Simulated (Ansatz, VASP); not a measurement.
One calculation of MgSe, two programs

File INCAR:

```
SYSTEM = MgSe
  PREC = Accurate
  ENCUT = 600
  EDIFF = 1E-6
  ISMEAR = -1
  SIGMA = 0.02
  LREAL = .False.
  LASPH = .True.
  NELM = 120
  ALGO = Normal
  ISIF = 2
  LWAVE = .False.
  LCHARG = .False.
  NBANDS = 11
  GGA_COMPAT = .False.
```

The input KPOINTS:

```
regular mesh
0
Gamma
  8 8 8
  0 0 0
```

POSCAR

```
MgSe
1.0
    0.0000000000      2.7255000000      2.7255000000
    2.7255000000      0.0000000000      2.7255000000
    2.7255000000      2.7255000000      0.0000000000
Mg Se
1 1
Direct
    0.0000000000      0.0000000000      0.0000000000
    0.5000000000      0.5000000000      0.5000000000
```

Input for Ansatz:

```yaml
crystal:
  lattice:
    - [0.0, 2.7255, 2.7255]
    - [2.7255, 0.0, 2.7255]
    - [2.7255, 2.7255, 0.0]
  atoms:
    - { symbol: Mg, position: [0.0, 0.0, 0.0] }
    - { symbol: Se, position: [0.5, 0.5, 0.5] }
kpoints:
  mp_grid: { grid: [8, 8, 8] }
  band_path:
    path:
      - [0.0, 0.0, 0.0]
      - [0.5, 0.0, 0.5]
      - [0.625, 0.25, 0.625]
      - [0.375, 0.375, 0.75]
      - [0.0, 0.0, 0.0]
      - [0.5, 0.5, 0.5]
      - [0.5, 0.25, 0.75]
      - [0.5, 0.0, 0.5]
    npoints: 5
scf:
  occupations: { method: fermi_dirac, width: 0.02 }
hamiltonian:
  xc: lda
  pseudopotentials: { kind: all_electron, lapw: { basis_error: 0.001 } }
output:
  forces: true
  stress: true
  eigenvalues: true
```

Alike in both runs: task single point; functional LDA; k mesh 8 × 8 × 8; occupations fermi-dirac, width 0.02 eV; no spin polarisation.

|  | VASP | Ansatz |
| --- | --- | --- |
| version | VASP 6.6.1 | Ansatz 0.2.0 |
| potentials or method | VASP PAW LDA potentials, release 64 (Mg, Se), cutoff 600 eV | all-electron LAPW, scalar-relativistic |

Ansatz gave:

```
gap on the k mesh at the Fermi level (eV) : 1.66
pressure (GPa)                            : -2.1
```

Q: Which values does VASP return?

A: gap on the k mesh at the Fermi level (eV): 1.65; pressure (GPa): -2.4.

LDA's correlation is that of Perdew and Zunger in VASP and of Perdew and Wang (1992) in Ansatz. Ansatz ran all-electron here, and VASP with PAW potentials.
